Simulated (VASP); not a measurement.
## TeO: single point with PBE

The system is TeO.

```
Te O
1.0
     3.54401    0.00000    0.00000
     0.00000    3.54401    0.00000
     0.00000    0.00000    6.85889
Te O
2 2
Direct
  0.00000 0.00000 0.00660
  0.50000 0.50000 0.40610
  0.50000 0.00000 0.53786
  0.00000 0.50000 0.53786
```

The cell was generated, and may not be a known phase.

```
Program             : VASP 6.6.1
Task                : single point
Functional          : PBE
Potentials or basis : VASP PAW PBE potentials, release 64 (Te, O)
Cutoff              : 600 eV
k mesh              : 5 × 5 × 3
Occupations         : gaussian, width 0.2 eV
Spin                : no spin polarisation
```

```
Pressure               : 0.0 GPa
Largest force          : 0.042 eV/Å
Band gap on the k mesh : zero (bands 12 and 13 overlap by 1.33 eV)
```

Forces in eV/Å, atoms in the order of the input:
```
Te   0.000  0.000  0.023
Te   0.000  0.000  0.042
O    0.000  0.000 -0.032
O    0.000  0.000 -0.032
```

Stress tensor (GPa, compression positive):
```
-0.34  0.00  0.00
 0.00 -0.34  0.00
 0.00  0.00  0.65
```

Levels at points of the mesh, in eV from the Fermi level:
```csv
k point,band 9,band 10,band 11,band 12,band 13,band 14,band 15,band 16
"(0.00, 0.00, 0.00)",-1.49,-1.06,-1.06,1.36,1.36,1.55,4.97,4.97
```

It took 12 s on 1 thread of Intel(R) Xeon(R) 6975P-C (Granite Rapids), on a shared host, peak memory 0.2 GiB.

Caveat: spin-orbit coupling is left out, which moves the levels of the heavy elements; this functional lacks dispersion, which binds layers or chains, so the pressure and a relaxed spacing across them are unreliable.
